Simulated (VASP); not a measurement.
A run of VASP 6.6.1 is set up as follows.

File INCAR:

```
ALGO = Normal ; EDIFF = 1E-7
ENCUT = 520 ; GGA = PS
ISIF = 2 ; ISMEAR = 0
LASPH = T ; LCHARG = F
LREAL = F ; LWAVE = F
NBANDS = 26 ; NELM = 100
PREC = Accurate ; SIGMA = 0.03
```

The input KPOINTS:

```
k-points
0
Gamma
  12 12 6
```

File POSCAR:

```
SiGe
1.0
    3.5885491402      0.0000000000      0.0000000000
   -1.7942745701      3.1077747182      0.0000000000
    0.0000000000      0.0000000000      5.9279213651
Si Ge
2 2
Direct
    0.6666666667      0.3333333333      0.8745463420
    0.3333333333      0.6666666667      0.3745463420
    0.6666666667      0.3333333333      0.5004526580
    0.3333333333      0.6666666667      0.0004526580
```

Potentials or basis: VASP PAW PBE potentials, release 64 (Si, Ge_d).

Launch:

```sh
$ cat potpaw_PBE.64/Si/POTCAR potpaw_PBE.64/Ge_d/POTCAR > POTCAR
$ mpirun -np 1 vasp_std > vasp.out
```

Question: Predict the band gap on the k mesh.

Answer: Zero (bands 18 and 19 overlap by 0.19 eV).

Question: Predict the largest force.

Answer: 0.145 eV/Å.

Question: Predict the pressure.

Answer: 34.9 GPa.

Forces on the atoms (eV/Å):
```
Si   0.000  0.000 -0.145
Si   0.000  0.000 -0.145
Ge   0.000  0.000  0.145
Ge   0.000  0.000  0.145
```

Caveat: the cell differs from its parent crystal (strain -0.080 along x and y, -0.080 along z); the cell stands under pressure; semilocal functionals underestimate gaps, so a narrow gap can read as zero; the PAW data sets were made with another functional, which shifts forces and pressure a little.
